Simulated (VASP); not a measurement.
Set up this calculation in VASP 6.6.1, as the native input.

| Item | Value |
| --- | --- |
| Task | relaxation of cell and atoms |
| Functional | PBE |
| Potentials or basis | VASP PAW PBE potentials, release 64 (Ni) |
| Cutoff | 600 eV |
| k mesh | 22 × 22 × 22 |
| Occupations | gaussian, width 0.1 eV |
| Spin | collinear spin, ferromagnetic start |
| Starting moments | [0.82] μB |
| Dipole correction | no |
| Further INCAR settings | ALGO = Normal; EDIFF = 1e-06; IBRION = 2; EDIFFG = -0.01; NSW = 80; ISIF = 3 |

The structure of Ni lies in POSCAR:

```
Ni
1.0
   -1.4834411909      1.4834411909      1.2586642927
    1.4834411909     -1.4834411909      1.2586642927
    1.4834411909      1.4834411909     -1.2586642927
Ni
1
Direct
    0.5000000000      0.5000000000      0.0000000000
```

The input as run:

INCAR

```
PREC = Accurate ; ENCUT = 600
EDIFF = 1E-6 ; ISMEAR = 0
SIGMA = 0.1 ; LREAL = F
LASPH = T ; NELM = 150
ALGO = Normal ; ISIF = 3
LWAVE = F ; LCHARG = F
ISPIN = 2 ; MAGMOM = 0.82
LORBIT = 11 ; LMAXMIX = 4
GGA = PE ; IBRION = 2
NSW = 80 ; EDIFFG = -0.01
```

KPOINTS

```
regular mesh
0
Gamma
  22 22 22
```

Potentials or basis: VASP PAW PBE potentials, release 64 (Ni).

Run with:

```sh
$ cat potpaw_PBE.64/Ni/POTCAR > POTCAR
$ mpirun -np 1 vasp_std > vasp.out
```

Results of the run:

| Item | Value |
| --- | --- |
| Relaxed volume | 11.00 Å³/atom |
| Relaxed cell | a = 2.438 Å, b = 2.438 Å, c = 2.438 Å, α = 105.71°, β = 105.71°, γ = 117.29° |
| Space group after relaxing (to 0.1 Å) | I4/mmm (No. 139) |
| Energy gained by relaxing | 0.9 meV/atom |
| Ionic steps | 6 |
| Pressure after relaxing | 0.0 GPa |
| Net moment | 0.59 μB per cell |
| Site moments | Ni +0.60 μB |
| Valence electrons inside the program's atomic spheres | Ni 9.30 |

Run time: 7.1 min on 1 thread of Oxide Virtual Turin-like Processor, with other jobs on the host, peak memory 0.26 GiB.
